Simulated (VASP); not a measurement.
# NaF (Pm-3m) in VASP: a series of runs, part 3 of 3

VASP 6.6.1. The steps go on from the part before.

## Step 5: Relaxation of cell and atoms, PBEsol

This run uses another cell than the first one, of 11.76 Å³/atom, 1.079 times its volume.

INCAR reads:

```
PREC = Accurate
ENCUT = 600
EDIFF = 1E-6
ISMEAR = -1
SIGMA = 0.02
LREAL = False
LASPH = True
NELM = 60
ALGO = Normal
ISIF = 3
LWAVE = False
LCHARG = False
GGA = PS
IBRION = 2
NSW = 80
EDIFFG = -0.005
```

KPOINTS reads:

```
Automatic mesh
0
Gamma
  8 8 8
```

POSCAR reads:

```
NaF
1.0
    2.8648044011      0.0000000000      0.0000000000
    0.0000000000      2.8648044011      0.0000000000
    0.0000000000      0.0000000000      2.8648044011
Na F
1 1
Direct
    0.0000000000      0.0000000000      0.0000000000
    0.5000000000      0.5000000000      0.5000000000
```

Potentials or basis: VASP PAW PBE potentials, release 64 (Na_pv, F).

Launch:

```sh
$ cat potpaw_PBE.64/Na_pv/POTCAR potpaw_PBE.64/F/POTCAR > POTCAR
$ mpirun -np 1 vasp_std > vasp.out
```

OUTCAR:

```text
PREC = Accurate
   ENCUT = 600
   EDIFF = 1E-6
   ISMEAR = -1
   LREAL = False
   LASPH = True
   NELM = 60
   ISIF = 3
   GGA = PS
   IBRION = 2
   NSW = 80
   EDIFFG = -0.005

 ion  position               nearest neighbor table
   1  0.000  0.000  0.000-
   2  0.500  0.500  0.500-

  LATTYP: Found a simple cubic cell.
 ALAT       =     2.8648044011

  Lattice vectors:

 A1 = (   2.8648044011,   0.0000000000,   0.0000000000)
 A2 = (   0.0000000000,   2.8648044011,   0.0000000000)
 A3 = (   0.0000000000,   0.0000000000,   2.8648044011)

Analysis of symmetry for initial positions (statically):
=====================================================================
 Subroutine PRICEL returns:
 Original cell was already a primitive cell.

 Routine SETGRP: Setting up the symmetry group for a
 simple cubic supercell.

 Subroutine GETGRP returns: Found 48 space group operations
 (whereof 48 operations were pure point group operations)
 out of a pool of 48 trial point group operations.

The static configuration has the point symmetry O_h .

Analysis of symmetry for dynamics (positions and initial velocities):
=====================================================================
 Subroutine PRICEL returns:
 Original cell was already a primitive cell.

 Routine SETGRP: Setting up the symmetry group for a
 simple cubic supercell.

 Subroutine GETGRP returns: Found 48 space group operations
 (whereof 48 operations were pure point group operations)
 out of a pool of 48 trial point group operations.

The dynamic configuration has the point symmetry O_h .

 Subroutine INISYM returns: Found 48 space group operations
 (whereof 48 operations are pure point group operations),
 and found     1 'primitive' translations

----------------------------------------------------------------------------------------

                                     Primitive cell

  volume of cell :      23.5117

  direct lattice vectors                    reciprocal lattice vectors
     2.864804401  0.000000000  0.000000000     0.349063971  0.000000000  0.000000000
[... 120 lines left out ...]
  volume of cell :       23.51
 maximum number of plane-waves:       804
 NGX is ok and might be reduce to    24
   NGX = 11   NGY = 11   NGZ = 11

--------------------------------------- Ionic step        1  -------------------------------------------

 number of electron      13.9999995 magnetization

 Free energy of the ion-electron system (eV)
  ---------------------------------------------------
  ext. energy  EPLUGINS =         0.00000000
  ---------------------------------------------------
  free energy    TOTEN  =        -8.47763320 eV

  energy without entropy =       -8.47763320  energy(sigma->0) =       -8.47763320

------------------------ aborting loop because EDIFF is reached ----------------------------------------

  FORCE on cell =-STRESS in cart. coord.  units (eV):
  Direction    XX          YY          ZZ          XY          YZ          ZX
  --------------------------------------------------------------------------------------
  -------------------------------------------------------------------------------------
  Total       -0.3876028     -0.3876028     -0.3876028      0.0000000      0.0000000      0.0000000
  in kB      -26.4126877    -26.4126877    -26.4126877      0.0000000      0.0000000      0.0000000
  external PRESSURE =     -26.4126877 kB  Pullay stress =       0.0000000 kB
[... 59 lines left out ...]
--------------------------------------- Ionic step        3  -------------------------------------------

 number of electron      14.0000011 magnetization

 E-fermi :  -0.3867     XC(G=0):  -9.9829

 val. band max:       -0.8651839685   @ k =   0.5000   0.5000   0.0000
 cond. band min:       4.9523180577   @ k =   0.0000   0.0000   0.0000
 fundamental gap:      5.8175020262
 Fermi energy:        -0.3867468577

 k-point     1 :       0.0000    0.0000    0.0000
  band No.  band energies     occupation
      1     -20.7548      2.00000
      2     -20.7548      2.00000
      3     -20.7548      2.00000
      4     -20.5804      2.00000
      5      -1.1977      2.00000
      6      -1.1977      2.00000
      7      -1.1977      2.00000
      8       4.9523      0.00000
      9      14.6009      0.00000
     10      14.6009      0.00000
     11      22.6227      0.00000
[... 357 lines left out ...]
--------------------------------------- Ionic step        4  -------------------------------------------

 number of electron      14.0000010 magnetization

 Free energy of the ion-electron system (eV)
  ---------------------------------------------------
  ext. energy  EPLUGINS =         0.00000000
  ---------------------------------------------------
  free energy    TOTEN  =        -8.48853843 eV

  energy without entropy =       -8.48853843  energy(sigma->0) =       -8.48853843

 E-fermi :  -0.3293     XC(G=0): -10.0095

 val. band max:       -0.8372830431   @ k =   0.5000   0.5000   0.0000
 cond. band min:       5.0115036377   @ k =   0.0000   0.0000   0.0000
 fundamental gap:      5.8487866807
 Fermi energy:        -0.3292842467

 k-point     1 :       0.0000    0.0000    0.0000
  band No.  band energies     occupation
      1     -20.7162      2.00000
      2     -20.7162      2.00000
      3     -20.7162      2.00000
      4     -20.5664      2.00000
      5      -1.1718      2.00000
      6      -1.1718      2.00000
      7      -1.1718      2.00000
      8       5.0115      0.00000
      9      14.6517      0.00000
     10      14.6517      0.00000
     11      22.7295      0.00000
[... 351 lines left out ...]
  FREE ENERGIE OF THE ION-ELECTRON SYSTEM (eV)
  ---------------------------------------------------
  free  energy   TOTEN  =        -8.4885384260 eV

  energy  without entropy=       -8.4885384260  energy(sigma->0) =       -8.48853843

 reached required accuracy - stopping structural energy minimisation
```

OSZICAR:

```text
N       E                     dE             d eps       ncg     rms          rms(c)
DAV:   1     0.118345576989E+03    0.11835E+03   -0.88070E+03   787   0.172E+03
DAV:   2    -0.239065487790E+01   -0.12074E+03   -0.11045E+03   834   0.388E+02
DAV:   3    -0.918464229702E+01   -0.67940E+01   -0.67701E+01   875   0.930E+01
[... 30 lines left out ...]
DAV:   2    -0.848885086541E+01    0.29787E-02   -0.11511E-02   887   0.116E+00    0.121E-01
DAV:   3    -0.848863093759E+01    0.21993E-03   -0.27383E-04   858   0.465E-01    0.644E-02
DAV:   4    -0.848854245769E+01    0.88480E-04   -0.61955E-05   903   0.270E-01    0.775E-03
DAV:   5    -0.848853871529E+01    0.37424E-05   -0.80393E-06   939   0.586E-02    0.154E-03
DAV:   6    -0.848853842602E+01    0.28928E-06   -0.55158E-07   385   0.134E-02
   4 F= -.84885384E+01 E0= -.84885384E+01  d E =-.109052E-01
```

CONTCAR:

```text
NaF
   1.00000000000000
     2.8130451145592632    0.0000000000000000    0.0000000000000000
     0.0000000000000000    2.8130451145592632   -0.0000000000000000
    -0.0000000000000000    0.0000000000000000    2.8130451145592632
  Na              F
     1     1
Direct
     0.0000000000000000    0.0000000000000000    0.0000000000000000
     0.5000000000000000    0.5000000000000000    0.5000000000000000

  0.00000000E+00  0.00000000E+00  0.00000000E+00
  0.00000000E+00  0.00000000E+00  0.00000000E+00
```

It took 29 s on 1 thread of Intel Xeon 8259CL, shared host; peak memory 0.14 GiB.

Results:

* Free energy: -8.4885 eV
* Relaxed volume: 11.13 Å³/atom
* Relaxed cell: a = 2.813 Å, b = 2.813 Å, c = 2.813 Å, α = 90.00°, β = 90.00°, γ = 90.00°
* Space group after relaxing (to 0.05 Å): Pm-3m (No. 221)
* Energy gained by relaxing: 5.5 meV/atom
* Ionic steps: 4
* Pressure after relaxing: 0.0 GPa
* Band gap on the k mesh: 5.85 eV, indirect (least direct gap 6.18 eV)

The path:
```
step  energy change (eV)  largest force (eV/Å)  pressure (GPa)  volume (Å³)
   1              0.0000                0.0000           -2.64        23.51
   2             -0.0082                0.0000           -1.32        22.86
   3             -0.0108                0.0000           -0.26        22.37
   4             -0.0109                0.0000            0.01        22.26
```

Final structure:
```
Na F
1.0
     2.81305    0.00000    0.00000
     0.00000    2.81305    0.00000
     0.00000    0.00000    2.81305
Na F
1 1
Cartesian
  0.0000 0.0000 0.0000
  1.4065 1.4065 1.4065
```

Levels at points of the mesh, in eV from the valence-band top:
| k point | band 3 | band 4 | band 5 | band 6 | band 7 | band 8 | band 9 | band 10 | band 11 |
| --- | --- | --- | --- | --- | --- | --- | --- | --- | --- |
| (0.00, 0.00, 0.00) | -19.88 | -19.73 | -0.33 | -0.33 | -0.33 | 5.85 | 15.49 | 15.49 | 23.57 |
| (0.50, 0.00, 0.00) | -19.85 | -18.90 | -2.64 | -0.21 | -0.21 | 10.55 | 11.59 | 19.65 | 20.84 |
| (0.50, 0.50, 0.00) | -19.83 | -19.20 | -1.87 | -1.87 | 0.00 | 11.73 | 14.92 | 14.92 | 15.33 |
| (0.50, 0.50, 0.50) | -20.06 | -18.96 | -1.64 | -1.64 | -1.64 | 14.10 | 14.10 | 14.10 | 19.07 |

Caveat: the PAW data sets were made with another functional, which shifts forces and pressure a little. A k mesh can miss the band edges.

## Step 6: Summary

| task | level | potentials or basis | cell | k mesh | cutoff (eV) | smearing | gap on the mesh (eV) | pressure (GPa) |
| --- | --- | --- | --- | --- | --- | --- | --- | --- |
| single point | LDA | VASP PAW LDA potentials, release 64 (Na_pv, F) | a = 2.793 Å, 2 atoms | 10 × 10 × 10 | 520 | gaussian 0.01 eV | 5.78 | -3.6 |
| single point | r2SCAN | VASP PAW PBE potentials, release 64 (Na_pv, F) | a = 2.793 Å, 2 atoms | 8 × 8 × 8 | 520 | fermi-dirac 0.02 eV | 7.12 | -0.8 |
| single point | r2SCAN | VASP PAW PBE potentials, release 64 (Na_pv, F) | a = 2.793 Å, 2 atoms | 10 × 10 × 10 | 520 | gaussian 0.01 eV | 7.12 | -0.8 |
| relaxation of cell and atoms | PBEsol | VASP PAW PBE potentials, release 64 (Na_pv, F) | relaxed from a = 2.865 Å, 2 atoms | 8 × 8 × 8 | 600 | fermi-dirac 0.02 eV | 5.85 | 0.0 |

Alike in all rows: no spin polarisation.

Caveats: the PAW data sets were made with another functional, which shifts forces and pressure a little (some runs).

Total energies depend on the potentials used, so only differences within one code and one set of settings carry meaning.
